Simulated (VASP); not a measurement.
# AlN (P6_3/mmc) in VASP: further runs

The runs below take AlN through single point, with PBEsol.

Program: VASP 6.6.1. These are calculated values, not measurements. Logs are shortened: lines on timing, memory, paths and dates and some standing lists are left out, and cuts for length are marked.

**1. The cell of the first run**

It takes space group P6_3/mmc (No. 194, hexagonal). The conventional cell has a = 3.220 Å, b = 3.220 Å, c = 4.038 Å, α = 90.00°, β = 90.00°, γ = 120.00°. Within 2.5 Å of Al (site symmetry -6m2) lie 5 N at 1.86 to 2.02 Å. N (site symmetry -6m2) has 5 Al at 1.86 to 2.02 Å within 2.5 Å.

**2. Single point, PBEsol (volume 9.066 Å^3 an atom, c/a of the conventional cell 1.2540)**

File INCAR:

```
  PREC = Accurate
  ENCUT = 520
  EDIFF = 1E-7
  ISMEAR = 0
  SIGMA = 0.05
  LREAL = False
  LASPH = True
  NELM = 80
  ALGO = Normal
  ISIF = 2
  LWAVE = False
  LCHARG = False
  GGA = PS
  NBANDS = 16
```

File KPOINTS:

```
regular mesh
0
Gamma
  9 9 6
```

File POSCAR:

```
AlN
1.0
    3.2201983121      0.0000000000      0.0000000000
   -1.6100991561      2.7887735435      0.0000000000
    0.0000000000      0.0000000000      4.0381257430
Al N
2 2
Direct
    0.3333333333      0.6666666667      0.7500000000
    0.6666666667      0.3333333333      0.2500000000
    0.3333333333      0.6666666667      0.2500000000
    0.6666666667      0.3333333333      0.7500000000
```

Potentials or basis: VASP PAW PBE potentials, release 64 (Al, N).

On the command line:

```console
$ cat potpaw_PBE.64/Al/POTCAR potpaw_PBE.64/N/POTCAR > POTCAR
$ mpirun -np 1 vasp_std > vasp.out
```

OUTCAR:

```text
PREC = Accurate
   ENCUT = 520
   EDIFF = 1E-7
   ISMEAR = 0
   LREAL = False
   LASPH = True
   NELM = 80
   ISIF = 2
   GGA = PS

 ion  position               nearest neighbor table
   1  0.333  0.667  0.750-   4 1.86   4 1.86   4 1.86   3 2.02   3 2.02   2 2.74   2 2.74   2 2.74
                             2 2.74   2 2.74   2 2.74
   2  0.667  0.333  0.250-   3 1.86   3 1.86   3 1.86   4 2.02   4 2.02   1 2.74   1 2.74   1 2.74
                             1 2.74   1 2.74   1 2.74
   3  0.333  0.667  0.250-   2 1.86   2 1.86   2 1.86   1 2.02   1 2.02
   4  0.667  0.333  0.750-   1 1.86   1 1.86   1 1.86   2 2.02   2 2.02

  LATTYP: Found a hexagonal cell.
 ALAT       =     3.2201983121
 C/A-ratio  =     1.2539990869

  Lattice vectors:

 A1 = (   3.2201983121,   0.0000000000,   0.0000000000)
 A2 = (  -1.6100991561,   2.7887735435,   0.0000000000)
 A3 = (   0.0000000000,   0.0000000000,   4.0381257430)

Analysis of symmetry for initial positions (statically):
=====================================================================
 Subroutine PRICEL returns:
 Original cell was already a primitive cell.

 Routine SETGRP: Setting up the symmetry group for a
 hexagonal supercell.

 Subroutine GETGRP returns: Found 24 space group operations
 (whereof 12 operations were pure point group operations)
 out of a pool of 24 trial point group operations.

The static configuration has the point symmetry D_3d.
 The point group associated with its full space group is D_6h.

Analysis of symmetry for dynamics (positions and initial velocities):
=====================================================================
 Subroutine PRICEL returns:
 Original cell was already a primitive cell.

 Routine SETGRP: Setting up the symmetry group for a
 hexagonal supercell.

 Subroutine GETGRP returns: Found 24 space group operations
 (whereof 12 operations were pure point group operations)
 out of a pool of 24 trial point group operations.

The dynamic configuration has the point symmetry D_3d.
 The point group associated with its full space group is D_6h.

 Subroutine INISYM returns: Found 24 space group operations
 (whereof 12 operations are pure point group operations),
 and found     1 'primitive' translations

----------------------------------------------------------------------------------------

                                     Primitive cell

  volume of cell :      36.2640

[... 88 lines left out ...]
   LSORBIT =      F    spin-orbit coupling
   LASPH  =      T    aspherical Exc in radial PAW
   ENCUT  =  520.0 eV  38.22 Ry    6.18 a.u.   5.99  5.99  7.51*2*pi/ulx,y,z
   NELM   =     80;   NELMIN=  2; NELMDL= -5     # of ELM steps
   EDIFF  = 0.1E-06   stopping-criterion for ELM
   LREAL  =      F    real-space projection
   EDIFFG = 0.1E-05   stopping-criterion for IOM
   NSW    =      0    number of steps for IOM
   IBRION =     -1    ionic relax: 0-MD 1-quasi-New 2-CG
   NFREE  =      0    steps in history (QN), initial steepest desc. (CG)
   ISIF   =      2    stress and relaxation
   ISYM   =      2    0-nonsym 1-usesym 2-fastsym
   POTIM  = 0.5000    time-step for ionic-motion
   TEBEG  =    0.0;   TEEND  =   0.0 temperature during run
   PSTRESS=    0.0 pullay stress
   NELECT =      16.0000    total number of electrons
   NUPDOWN=      -1.0000    fix difference up-down
   EMIN   =  10.00;   EMAX   =-10.00  energy-range for DOS
   EFERMI =   0.00;   METHOD = LEGACY
   ISMEAR =     0;   SIGMA  =   0.05  broadening in eV -4-tet -1-fermi 0-gaus
   EFERMI_NEDOS =   21; number of points for ismear=-14 and -15
   IALGO  =     38    algorithm
   IMIX   =      4    mixing-type and parameters
     AMIX     =   0.40;   BMIX     =  1.00
     AMIX_MAG =   1.60;   BMIX_MAG =  1.00
  volume/ion in A,a.u.               =       9.07        61.18
  Fermi-wavevector in a.u.,A,eV,Ry     =   1.246301  2.355167 21.133467  1.553266
  Thomas-Fermi vector in A             =   2.380484
   LORBIT       =      0    0 simple, 1 ext, 2 COOP (PROOUT), +10 PAW based schemes
   GGA     = PS    functional components
   LHFCALC =     F    Hartree Fock is set to
   AEXX    =    0.0000 exact exchange contribution
   IVDW    =     0    specifies the selected vdW correction
   LEPSILON=     F    determine dielectric tensor
   LRPA    =     F    only Hartree local field effects (RPA)
 non-spin polarized calculation
 Gauss-broadening in eV      SIGMA  =   0.05
  energy-cutoff  :      520.00
  volume of cell :       36.26
 maximum number of plane-waves:       996
 NGX is ok and might be reduce to    24
   NGX = 11   NGY = 11   NGZ = 15

 number of electron      16.0000005 magnetization

 Free energy of the ion-electron system (eV)
  ---------------------------------------------------
  ext. energy  EPLUGINS =         0.00000000
  ---------------------------------------------------
  free energy    TOTEN  =       -30.78920881 eV

  energy without entropy =      -30.78920881  energy(sigma->0) =      -30.78920881

 E-fermi :   9.2183     XC(G=0): -11.7694

 val. band max:        8.9141865253   @ k =   0.0000   0.0000   0.0000
 cond. band min:      12.7951723659   @ k =   0.0000   0.0000   0.0000
 fundamental gap:      3.8809858406
 Fermi energy:         9.2182811787

 k-point     1 :       0.0000    0.0000    0.0000
  band No.  band energies     occupation
      1      -8.5815      2.00000
      2      -4.3856      2.00000
      3       1.4517      2.00000
      4       5.3548      2.00000
      5       5.3548      2.00000
      6       7.1552      2.00000
[... 433 lines left out ...]
      3       1.7764      2.00000
      4       3.0395      2.00000
      5       3.0395      2.00000
      6       5.6879      2.00000
[... 8 lines left out ...]
     15      20.7786      0.00000
     16      22.9476      0.00000

 [... further k-points ...]
[... 5 lines left out ...]
  --------------------------------------------------------------------------------------
  -------------------------------------------------------------------------------------
  Total        4.4709546      4.4709546      3.7860908     -0.0000000      0.0000000      0.0000000
  in kB      197.5309422    197.5309422    167.2730199     -0.0000000      0.0000000      0.0000000
  external PRESSURE =     187.4449681 kB  Pullay stress =       0.0000000 kB

 VOLUME and BASIS-vectors are now :
 -----------------------------------------------------------------------------
  energy-cutoff  :      520.00
  volume of cell :       36.26
      direct lattice vectors                 reciprocal lattice vectors
     3.220198312  0.000000000  0.000000000     0.310539881  0.179290284  0.000000000
    -1.610099156  2.788773544  0.000000000     0.000000000  0.358580568  0.000000000
     0.000000000  0.000000000  4.038125743     0.000000000  0.000000000  0.247639639

 POSITION                                       TOTAL-FORCE (eV/Angst)
 -----------------------------------------------------------------------------------
     -0.00000      1.85918      3.02859         0.000000     -0.000000      0.000000
      1.61010      0.92959      1.00953        -0.000000      0.000000      0.000000
     -0.00000      1.85918      1.00953        -0.000000     -0.000000      0.000000
      1.61010      0.92959      3.02859         0.000000      0.000000      0.000000
 -----------------------------------------------------------------------------------
    total drift:                               -0.000000     -0.000000     -0.000000

  FREE ENERGIE OF THE ION-ELECTRON SYSTEM (eV)
  ---------------------------------------------------
  free  energy   TOTEN  =       -30.7892088144 eV

  energy  without entropy=      -30.7892088144  energy(sigma->0) =      -30.78920881
```

OSZICAR:

```text
N       E                     dE             d eps       ncg     rms          rms(c)
DAV:   1     0.392141517346E+02    0.39214E+02   -0.74471E+03  1536   0.913E+02
DAV:   2    -0.323553929744E+02   -0.71570E+02   -0.65702E+02  2232   0.192E+02
DAV:   3    -0.353200212188E+02   -0.29646E+01   -0.29558E+01  1872   0.404E+01
DAV:   4    -0.353361367807E+02   -0.16116E-01   -0.16115E-01  1912   0.332E+00
DAV:   5    -0.353363386252E+02   -0.20184E-03   -0.20184E-03  1832   0.377E-01    0.119E+01
DAV:   6    -0.308840654432E+02    0.44523E+01   -0.81761E+00  1968   0.218E+01    0.422E+00
DAV:   7    -0.308308726465E+02    0.53193E-01   -0.81419E-01  1816   0.615E+00    0.295E+00
DAV:   8    -0.307971171552E+02    0.33755E-01   -0.10073E-01  1680   0.253E+00    0.777E-01
DAV:   9    -0.307889357463E+02    0.81814E-02   -0.20344E-02  1960   0.112E+00    0.254E-01
DAV:  10    -0.307893095077E+02   -0.37376E-03   -0.20470E-03  1768   0.311E-01    0.176E-01
DAV:  11    -0.307892116914E+02    0.97816E-04   -0.13838E-04  1808   0.913E-02    0.392E-02
DAV:  12    -0.307892092679E+02    0.24234E-05   -0.79211E-06  1864   0.221E-02    0.609E-03
DAV:  13    -0.307892087800E+02    0.48790E-06   -0.18811E-06  2024   0.103E-02    0.391E-03
DAV:  14    -0.307892088144E+02   -0.34381E-07   -0.12197E-07  1008   0.318E-03
   1 F= -.30789209E+02 E0= -.30789209E+02  d E =-.500560E-20
```

stdout:

```text
POSCAR found type information on POSCAR AlN
 POSCAR found :  2 types and       4 ions
 scaLAPACK will be used
 -----------------------------------------------------------------------------
|                                                                             |
|                                                                             |
|     You enforced a specific xc type in the INCAR file but a different       |
|     I HOPE YOU KNOW WHAT YOU ARE DOING!                                     |
|                                                                             |
 -----------------------------------------------------------------------------

 LDA part: xc-table for (Slater+PW92), standard interpolation
 POSCAR, INCAR and KPOINTS ok, starting setup
 FFT: planning ... GRIDC
 FFT: planning ... GRID_SOFT
 FFT: planning ... GRID
 WAVECAR not read
 entering main loop
```

It took 15 s on 1 thread of AMD EPYC 9R14 (Zen 4), shared host; peak memory 0.12 GiB.

What came out:

* Free energy: -30.7892 eV
* Pressure: 18.7 GPa
* Band gap on the k mesh: 3.88 eV, direct

Stress tensor (GPa, compression positive):
```
19.75  0.00  0.00
 0.00 19.75  0.00
 0.00  0.00 16.73
```

Caveat: the PAW data sets were made with another functional, which shifts forces and pressure a little.

**3. Single point, PBEsol (volume 9.301 Å^3 an atom, c/a of the conventional cell 1.1951)**

File INCAR:

```
SYSTEM = AlN
ALGO     = Normal         ! electronic algorithm
EDIFF    = 1E-6           ! SCF threshold, eV
ENCUT    = 520            ! plane-wave cutoff, eV
GGA      = PS             ! functional
ISIF     = 2              ! what is computed and relaxed
ISMEAR   = 0              ! smearing method
LASPH    = .True.         ! aspherical terms in the spheres
LCHARG   = .True.         ! write CHGCAR
LELF     = .True.         ! ELF
LREAL    = .False.        ! projectors in reciprocal space
LVHAR    = .True.       
LWAVE    = .False.        ! write WAVECAR
NBANDS   = 16             ! bands
NELM     = 100            ! most SCF steps
PREC     = Accurate       ! precision mode
SIGMA    = 0.05           ! smearing width, eV
```

File KPOINTS:

```
k-points
0
Gamma
  9 9 6
  0 0 0
```

File POSCAR:

```
AlN
1.0
    3.3002860666      0.0000000000      0.0000000000
   -1.6501430333      2.8581315734      0.0000000000
    0.0000000000      0.0000000000      3.9441718782
Al N
2 2
Direct
    0.3333333333      0.6666666667      0.7500000000
    0.6666666667      0.3333333333      0.2500000000
    0.3333333333      0.6666666667      0.2500000000
    0.6666666667      0.3333333333      0.7500000000
```

Potentials or basis: VASP PAW PBE potentials, release 64 (Al, N).

On the command line:

```console
$ cat potpaw_PBE.64/Al/POTCAR potpaw_PBE.64/N/POTCAR > POTCAR
$ mpirun -np 1 vasp_std > vasp.out
```

Run time: 19 s. Hardware: 1 thread of AMD EPYC 9R14 (Zen 4), shared host; peak memory 0.13 GiB.

It converged, with:

| Item | Value |
| --- | --- |
| Free energy | -30.8411 eV |
| Pressure | 11.5 GPa |
| Band gap on the k mesh | 3.79 eV, direct |

Stress tensor (GPa, compression positive):
```
 7.37  0.00  0.00
 0.00  7.37  0.00
 0.00  0.00 19.68
```

Levels at points of the mesh, in eV from the valence-band top:
| k point | band 6 | band 7 | band 8 | band 9 | band 10 | band 11 |
| --- | --- | --- | --- | --- | --- | --- |
| (0.00, 0.00, 0.00) | -1.41 | -1.41 | 0.00 | 3.79 | 4.94 | 8.44 |
| (0.00, 0.00, 0.50) | -2.47 | -2.47 | -2.47 | 6.14 | 6.14 | 8.48 |

Caveat: the PAW data sets were made with another functional, which shifts forces and pressure a little. A k mesh can miss the band edges.
